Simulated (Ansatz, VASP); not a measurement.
## Pb in VASP and in Ansatz

```
Pb
1.0
     0.00000    3.58217    3.58217
     3.58217    0.00000    3.58217
     3.58217    3.58217    0.00000
Pb
2
Direct
  0.50000 0.50000 0.50000
  0.75000 0.75000 0.75000
```

Alike in both runs: task single point; functional PBEsol; k mesh 10 × 10 × 10; occupations gaussian, width 0.1 eV; no spin polarisation.

|  | VASP | Ansatz |
| --- | --- | --- |
| version | VASP 6.6.1 | Ansatz 0.2.0 |
| potentials or method | VASP PAW PBE potentials, release 64 (Pb_d), cutoff 520 eV | scalar-relativistic, plane waves, PAW |
| valence electrons in the cell | 28 | 28 |

|  | VASP | Ansatz | Ansatz less VASP |
| --- | --- | --- | --- |
| gap on the k mesh at the Fermi level (eV) | none | none | - |
| pressure (GPa) | -2.6 | -2.6 | +0.05 |

VASP's potentials were made for PBE, not for PBEsol. A gap of «none» marks a metal or a gap that the smearing closes. With one functional, cell and mesh, what is left measures potentials, basis and numerics.

Neither program's run includes spin-orbit coupling.
